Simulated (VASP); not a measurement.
Runs of VASP 6.6.1 on SnGe2. The structure is that of space group F-43m (No. 216), or close to it. The cells are those of the table. The cell was built from a structure type or drawn by symmetry, and may not be a known phase.

```tsv
task	cell	k mesh	cutoff (eV)	gap on the mesh (eV)	pressure (GPa)	relaxed volume (Å³/atom)
single point	a = 4.770 Å, angles 60.0°, 3 atoms	6 × 6 × 6	520	none	0.0	-
single point	a = 4.435 Å, angles 60.0°, 3 atoms	6 × 6 × 6	520	none	16.4	-
single point	a = 4.757 Å, angles 60.0°, 3 atoms	12 × 12 × 12	520	none	0.0	-
relaxation of cell and atoms	relaxed from a = 4.435 Å, angles 60.0°, 3 atoms	6 × 6 × 6	600	none	0.2	25.43
relaxation of cell and atoms	relaxed from a = 4.770 Å, angles 60.0°, 3 atoms	12 × 12 × 12	600	none	0.0	(a)
```

Alike in all rows: level PBE; potentials or basis VASP PAW PBE potentials, release 64 (Sn_d, Ge_d); no spin polarisation; smearing gaussian 0.1 eV.

Estimate the missing entries.

(a) 25.39.

Caveats: spin-orbit coupling is left out, which moves the levels of the heavy elements; the cell stands under pressure (at least some runs); the volume moved by over 15 % at a fixed basis, so the end points are rough (at least some runs).

A k mesh can miss the band edges, and the runs leave out spin-orbit coupling on Ge, Sn.

A gap of «none» marks levels without a gap at the run's occupations.
